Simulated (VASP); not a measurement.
A run of VASP 6.6.1 is set up as follows.

Contents of INCAR:

```
PREC     = Accurate       # precision mode
ENCUT    = 520            # plane-wave cutoff, eV
EDIFF    = 1E-6           # SCF threshold, eV
ISMEAR   = 0              # smearing method
SIGMA    = 0.1            # smearing width, eV
LREAL    = F              # projectors in reciprocal space
LASPH    = T              # aspherical terms in the spheres
NELM     = 150            # most SCF steps
ALGO     = Normal         # electronic algorithm
ISIF     = 2              # what is computed and relaxed
LWAVE    = F              # write WAVECAR
LCHARG   = F              # write CHGCAR
ISPIN    = 2              # spin polarisation
MAGMOM   = 0 0 0.38 0.38 0 0 # initial moments
LORBIT   = 11             # projections on sites
LMAXMIX  = 4              # l up to which the mixer works
GGA      = PS             # functional
NBANDS   = 36             # bands
```

KPOINTS

```
Automatic mesh
0
Gamma
  2 2 2
```

The input POSCAR:

```
CuO2
1.0
    1.4126150000     -5.2107470000      0.0000000000
    1.4126150000      5.2107470000      0.0000000000
    0.0000000000      0.0000000000      4.3434240000
Cu O
2 4
Direct
    0.8327470000      0.1672530000      0.2500000000
    0.1672530000      0.8327470000      0.7500000000
    0.4485140000      0.5514860000      0.2500000000
    0.5514860000      0.4485140000      0.7500000000
    0.2110300000      0.7889700000      0.2500000000
    0.7889700000      0.2110300000      0.7500000000
```

Potentials or basis: VASP PAW PBE potentials, release 64 (Cu, O).

Run with:

```console
$ cat potpaw_PBE.64/Cu/POTCAR potpaw_PBE.64/O/POTCAR > POTCAR
$ mpirun -np 1 vasp_std > vasp.out
```

Predict the largest force.

0.880 eV/Å.

Predict the band gap on the k mesh.

zero (filled and empty bands overlap).

Stress tensor (GPa, compression positive):
```
-14.60   0.00   0.00
  0.00 -11.62   0.00
  0.00   0.00  -4.76
```

Caveat: the k points lie up to 1.15 Å⁻¹ apart; the PAW data sets were made with another functional, which shifts forces and pressure a little; semilocal functionals often make such compounds metallic where correlation or magnetic order opens a gap, which also shifts bond lengths. With open d or f shells a metallic result of PBEsol can be an artefact of self-interaction; +U or a hybrid may open a gap.
